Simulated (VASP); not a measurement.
A run of VASP 6.6.1 is set up as follows.

Contents of INCAR:

```
PREC = Accurate ; ENCUT = 520
EDIFF = 1E-6 ; ISMEAR = -1
SIGMA = 0.02 ; LREAL = F
LASPH = T ; NELM = 120
ALGO = Normal ; ISIF = 2
LWAVE = F ; LCHARG = T
GGA = PE ; IVDW = 12
LELF = T ; LVHAR = T
NBANDS = 60 ; GGA_COMPAT = F
```

KPOINTS

```
regular mesh
0
Gamma
  1 1 1
```

File POSCAR:

```
H16SO10
1.0
    7.0162890000      0.0000000000      0.0000000000
    0.0000000000      7.0162890000      0.0000000000
    0.0000000000      0.0000000000      7.0162890000
O H S
10 16 1
Direct
    0.4318237176      0.2103533649      0.9445021435
    0.4104733998     -0.1431525982      0.1364253952
   -0.1417273433      0.2156268078      0.8071930903
    1.0435573563      0.0439976175      0.3911184388
    0.9763565896      0.7195826740      0.1758621972
    0.3500283412      0.6454124110      0.7862560963
    0.4478008246      0.3989573406      0.3335523950
    0.9804185660      0.6512987136      0.8270468905
    0.4201081227      0.9923907068      0.5596405735
    0.6653659791      0.7725023869      0.5655268761
    0.4371256657      0.1803517500      0.8036869633
    0.5477111903      0.2630592896      0.9873167995
    0.3920733596     -0.0461354998      0.0417314623
    0.3474486299     -0.2471534454      0.0478600582
   -0.0998391030      0.1456040365      0.9162678447
   -0.0864417073      0.3481897624      0.8379215850
    1.0873269331      0.0440688803      0.5246363142
    1.1328495733      0.1169136562      0.3072564428
    0.8943189199      0.7045319826      0.2945859271
    1.0304307591      0.8202626773      0.2488494986
    0.2218979292      0.6708674628      0.7513801099
    0.3626703518      0.5234105950      0.8414134595
    0.4243838873      0.2921772464      0.4197233039
    0.3227347106      0.4767334983      0.3224924173
    0.9181349286      0.6844358891      0.9539800883
    0.8681797457      0.6573845519      0.7424865196
    0.4816791327      0.7979716913      0.4923257865
```

Potentials or basis: VASP PAW PBE potentials, release 64 (O, H, S).

Run with:

```console
$ cat potpaw_PBE.64/O/POTCAR potpaw_PBE.64/H/POTCAR potpaw_PBE.64/S/POTCAR > POTCAR
$ mpirun -np 1 vasp_gam > vasp.out
```

Question: What does it give for the largest force?

Answer: 4.326 eV/Å.

Question: Estimate the pressure.

Answer: -0.1 GPa.

Question: Predict the dispersion energy per atom.

Answer: -0.035 eV.

Forces on the atoms (eV/Å):
```
O   -2.291 -0.704 -1.928
O   -1.526 -2.887 -1.439
O    0.604  2.455 -0.011
O    0.185  0.298 -0.628
O   -1.853 -1.284  2.458
O    1.968  1.752 -0.385
O   -1.816  1.421 -0.328
O   -1.952 -0.188  0.034
O   -0.696 -1.168 -0.959
O    3.951 -1.668  0.377
H    0.589  0.188  1.451
H    1.595  0.409  0.153
H    0.523  1.922 -0.264
H    1.293  1.075  1.699
H    0.190 -0.784  0.716
H   -0.683 -1.490 -0.664
H    0.142  0.335 -0.812
H   -0.421 -0.672  1.256
H   -0.338 -1.084 -1.657
H    1.941  2.476 -0.080
H   -2.025 -0.199  0.247
H   -0.150 -1.888  0.469
H   -0.139  0.003  0.004
H    1.972 -1.568  0.303
H    1.265 -0.094 -0.601
H    0.482  0.155 -0.217
S   -2.810  3.189  0.806
```

Caveat: the k points lie up to 0.90 Å⁻¹ apart.
